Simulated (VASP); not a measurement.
## PbSe: single point with PBE+D3(BJ)

PbSe:

```xyz
2
Lattice="0.0000 3.0495 3.2514 3.0495 0.0000 3.2514 3.0495 3.0495 0.0000" Properties=species:S:1:pos:R:3 pbc="T T T"
Pb    0.0000    0.0000    0.0000
Se    3.0495    3.0495    3.2514
```

```
Program             : VASP 6.6.1
Task                : single point
Functional          : PBE
Dispersion          : D3(BJ)
Potentials or basis : VASP PAW PBE potentials, release 64 (Pb_d, Se)
Cutoff              : 520 eV
k mesh              : 10 × 10 × 10
Occupations         : gaussian, width 0.03 eV
Spin                : no spin polarisation
```

```json
{
  "Pressure": "-1.6 GPa",
  "Band gap on the k mesh": "0.36 eV",
  "Dispersion energy per atom": "-0.349 eV"
}
```

Stress tensor (GPa, compression positive):
```
 0.28  0.00  0.00
 0.00  0.28  0.00
 0.00  0.00 -5.42
```

Levels at points of the mesh, in eV from the valence-band top:
```tsv
k point	band 8	band 9	band 10	band 11	band 12	band 13
(0.00, 0.00, 0.00)	-1.86	-1.86	-1.36	3.72	5.03	5.03
(0.50, 0.00, 0.00)	-1.40	-1.24	0.00	0.36	1.65	1.93
(0.50, 0.50, 0.00)	-4.51	-2.88	-2.88	4.04	5.28	5.61
(0.50, 0.00, 0.50)	-4.65	-3.31	-2.67	3.82	4.61	5.98
```

Run time: 56 s on 1 thread of AMD EPYC 9R45 96-Core Processor (Zen 5), on a shared host, peak memory 0.24 GiB.

Caveat: spin-orbit coupling is left out, which moves the levels of the heavy elements. A k mesh can miss the band edges.
